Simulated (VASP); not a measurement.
Wanted: the native input for a VASP 6.6.1 run.

```yaml
Task: electric field gradients
Functional: LDA
Potentials_or_basis: VASP PAW LDA potentials, release 64 (Y_sv, Hg)
Cutoff: 520 eV
k_mesh: 11 × 11 × 11
Occupations: fermi-dirac, width 0.08 eV
Spin: no spin polarisation
Dipole_correction: no
Further_INCAR_settings: ALGO = Normal; EDIFF = 1e-08; NBANDS = 18
```

The structure of YHg lies in POSCAR:

```
YHg
1.0
    3.6820000000     -0.0184100000     -0.0184100000
   -0.0184100000      3.6820000000     -0.0184100000
   -0.0184100000     -0.0184100000      3.6820000000
Y Hg
1 1
Direct
    0.5000000000      0.5000000000      0.5000000000
    0.0000000000      0.0000000000      0.0000000000
```

This cell differs from its parent crystal: equal xy, yz and zx shear strains of -1 %.

The input as run:

INCAR

```
SYSTEM = YHg
  PREC = Accurate
  ENCUT = 520
  EDIFF = 1E-8
  ISMEAR = -1
  SIGMA = 0.08
  LREAL = .False.
  LASPH = .True.
  NELM = 100
  ALGO = Normal
  ISIF = 2
  LWAVE = .False.
  LCHARG = .False.
  GGA = CA
  LEFG = .True.
  NBANDS = 18
```

KPOINTS

```
Automatic mesh
0
Gamma
  11 11 11
  0 0 0
```

Potentials or basis: VASP PAW LDA potentials, release 64 (Y_sv, Hg).

Run with:

```sh
$ cat potpaw_LDA.64/Y_sv/POTCAR potpaw_LDA.64/Hg/POTCAR > POTCAR
$ mpirun -np 1 vasp_std > vasp.out
```

It gave:

| Item | Value |
| --- | --- |
| Pressure | -3.3 GPa |

Caveat: the cell differs from its parent crystal (equal xy, yz and zx shear strains of -1 %); without QUAD_EFG the Cq values of the log hold for a quadrupole moment of 1 mb, not for the nuclei.

It took 89 s on 1 thread of Intel Xeon 6975P-C, with other jobs on the host, peak memory 0.27 GiB.
